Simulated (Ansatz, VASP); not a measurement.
## Pt: VASP beside Ansatz

```
CELL_PARAMETERS angstrom
2.80800 0.00000 0.00000
-1.40400 2.43180 0.00000
0.00000 0.00000 20.58540
ATOMIC_POSITIONS crystal
Pt 0.16667 0.33333 0.38862
Pt 0.50000 0.00000 0.50000
Pt 0.83333 0.66667 0.61138
```

Alike in both runs: task single point; functional PBE; k mesh 13 × 13 × 1; occupations fermi-dirac, width 0.08 eV; no spin polarisation.

```csv
,VASP,Ansatz
version,VASP 6.6.1,Ansatz 0.2.0
potentials or method,"VASP PAW PBE potentials, release 64 (Pt)","PAW with Ansatz's default frozen-core files, scalar-relativistic"
plane-wave cutoff (eV),520,420
valence electrons in the cell,30,54
```

```tsv
	VASP	Ansatz	Ansatz less VASP
rms of the force components (eV/Å)	0.036	0.048	+0.0118
```

Atom by atom the forces differ by 0.012 eV/Å (rms over components). The functional is the same, so the differences come from potentials, cutoffs and numerics. VASP's potentials hold 30 valence electrons a cell and Ansatz's 54, so a difference there can come from the potentials and not from the codes.

Neither program's run includes spin-orbit coupling.
